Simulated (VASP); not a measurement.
Input of a VASP 6.6.1 run:

Contents of INCAR:

```
ALGO = Normal
EDIFF = 1E-6
ENCUT = 520
ISIF = 2
ISMEAR = -1
ISPIN = 2
LASPH = T
LCHARG = F
LMAXMIX = 4
LORBIT = 11
LREAL = F
LWAVE = F
MAGMOM = 0.5
NBANDS = 15
NELM = 150
PREC = Accurate
SIGMA = 0.05
```

The input KPOINTS:

```
k-points
0
Gamma
  14 14 14
```

File POSCAR:

```
Pd
1.0
    0.0000000000      1.9202771092      1.9202771092
    1.9202771092      0.0000000000      1.9202771092
    1.9202771092      1.9202771092      0.0000000000
Pd
1
Direct
    0.0000000000      0.0000000000      0.0000000000
```

Potentials or basis: VASP PAW LDA potentials, release 64 (Pd).

Launch:

```bash
$ cat potpaw_LDA.64/Pd/POTCAR > POTCAR
$ mpirun -np 1 vasp_std > vasp.out
```

**Question.** Predict the pressure.

**Answer.** 0.3 GPa.

**Question.** Predict the net moment.

**Answer.** 0.01 μB per cell.
